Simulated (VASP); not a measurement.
Input of a VASP 6.6.1 run:

INCAR

```
SYSTEM = Se
PREC = Accurate
ENCUT = 600
EDIFF = 1E-6
ISMEAR = -1
SIGMA = 0.05
LREAL = .FALSE.
LASPH = .TRUE.
NELM = 100
ALGO = Normal
ISIF = 3
LWAVE = .FALSE.
LCHARG = .FALSE.
GGA = PS
IBRION = 2
NSW = 80
EDIFFG = -0.01
```

File KPOINTS:

```
Automatic mesh
0
G
  4 4 4
  0 0 0
```

POSCAR

```
Se
1.0
    5.6809998619      3.2799267995      1.4763300000
   -5.6809998619      3.2799267995      1.4763300000
    0.0000000000     -6.5598535991      1.4763300000
Se
6
Direct
    0.2806600000      0.1625100000      0.9181800000
    0.9181800000      0.2806600000      0.1625100000
    0.1625100000      0.9181800000      0.2806600000
    0.7193400000      0.8374900000      0.0818200000
    0.0818200000      0.7193400000      0.8374900000
    0.8374900000      0.0818200000      0.7193400000
```

Potentials or basis: VASP PAW PBE potentials, release 64 (Se).

Command:

```console
$ cat potpaw_PBE.64/Se/POTCAR > POTCAR
$ mpirun -np 1 vasp_std > vasp.out
```

Task: What does it give for the relaxed cell?

Result: a = 6.369 Å, b = 6.369 Å, c = 6.369 Å, α = 114.51°, β = 114.51°, γ = 114.51°.

Task: Predict the relaxed volume.

Result: 25.14 Å³/atom.

Task: What does it give for the band gap on the k mesh?

Result: 1.05 eV, indirect (least direct gap 1.23 eV).

The path:
| step | energy change (eV) | largest force (eV/Å) | pressure (GPa) | volume (Å³) |
| --- | --- | --- | --- | --- |
| 1 | 0.0000 | 0.3909 | 0.29 | 165.05 |
| 2 | -0.0210 | 0.1268 | -1.24 | 166.26 |
| 3 | -0.0212 | 0.1303 | -1.14 | 166.18 |
| 4 | -0.0443 | 0.1369 | -1.06 | 164.22 |
| 5 | -0.1062 | 0.1551 | -0.66 | 158.45 |
| 6 | -0.1668 | 0.2044 | 1.17 | 147.24 |
| 7 | -0.1811 | 0.1019 | 0.64 | 146.60 |
| 8 | -0.1845 | 0.0880 | 0.25 | 146.02 |
| 9 | -0.1845 | 0.0858 | 0.27 | 146.06 |
| 10 | -0.1864 | 0.0843 | 0.15 | 146.62 |
| 11 | -0.1895 | 0.0817 | -0.21 | 148.31 |
| 12 | -0.1898 | 0.0814 | -0.32 | 148.90 |
| 13 | -0.1913 | 0.0499 | -0.15 | 148.99 |
| 14 | -0.1920 | 0.0303 | 0.05 | 149.08 |
| 15 | -0.1920 | 0.0311 | 0.10 | 149.10 |
| 16 | -0.1923 | 0.0284 | 0.06 | 149.28 |
| 17 | -0.1931 | 0.0199 | -0.02 | 149.82 |
| 18 | -0.1936 | 0.0063 | -0.18 | 150.91 |
| 19 | -0.1939 | 0.0193 | -0.07 | 150.88 |
| 20 | -0.1940 | 0.0351 | 0.04 | 150.85 |
| 21 | -0.1943 | 0.0313 | 0.02 | 150.91 |
| 22 | -0.1948 | 0.0214 | -0.04 | 151.08 |
| 23 | -0.1950 | 0.0252 | -0.15 | 151.41 |
| 24 | -0.1950 | 0.0198 | -0.11 | 151.29 |
| 25 | -0.1952 | 0.0237 | 0.04 | 150.97 |
| 26 | -0.1952 | 0.0236 | 0.04 | 150.98 |
| 27 | -0.1954 | 0.0162 | 0.02 | 150.94 |
| 28 | -0.1956 | 0.0097 | -0.02 | 150.87 |

Caveat: the PAW data sets were made with another functional, which shifts forces and pressure a little. A k mesh can miss the band edges.
